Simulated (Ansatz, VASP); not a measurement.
One calculation of Si, two programs

```xyz
17
Lattice="0.0000 5.4300 5.4300 5.4300 0.0000 5.4300 5.4300 5.4300 0.0000" Properties=species:S:1:pos:R:3 pbc="T T T"
Si    0.0062   -0.0006    0.0015
Si    1.3391    1.3392    1.3392
Si    2.7155    2.7162   -0.0338
Si    4.0948    4.0948    1.3352
Si    2.7159   -0.0339    2.7164
Si    4.0962    1.3337    4.0963
Si    5.4645    2.7146    2.7153
Si    6.7828    4.0775    4.0776
Si   -0.0337    2.7152    2.7150
Si    1.3385    4.0914    4.0914
Si    2.7153    5.4638    2.7139
Si    4.0766    6.7836    4.0764
Si    2.7157    2.7137    5.4640
Si    4.0770    4.0767    6.7834
Si    5.4290    5.4301    5.4298
Si    6.7827    6.7822    6.7824
Si    2.7217    2.7143    2.7166
```

Alike in both runs: functional LDA; k mesh 2 × 2 × 2; occupations gaussian, width 0.05 eV; no spin polarisation.

Ansatz relaxed the structure, and its values are those at the end. VASP's run is a single point on that final structure, the one shown.

```csv
,VASP,Ansatz
version,VASP 6.6.1,Ansatz 0.2.0
potentials or method,"VASP PAW LDA potentials, release 64 (Si), cutoff 520 eV","scalar-relativistic, plane waves, PAW"
valence electrons in the cell,68,68
```

|  | VASP | Ansatz | Ansatz less VASP |
| --- | --- | --- | --- |
| rms of the force components (eV/Å) | 0.007 | 0.008 | +0.0007 |

Ansatz warns that its potentials were made for another functional, while VASP's fit it. LDA's correlation is that of Perdew and Zunger in VASP and of Perdew and Wang (1992) in Ansatz.

The k mesh is coarse, so the values compare programs but aren't converged.
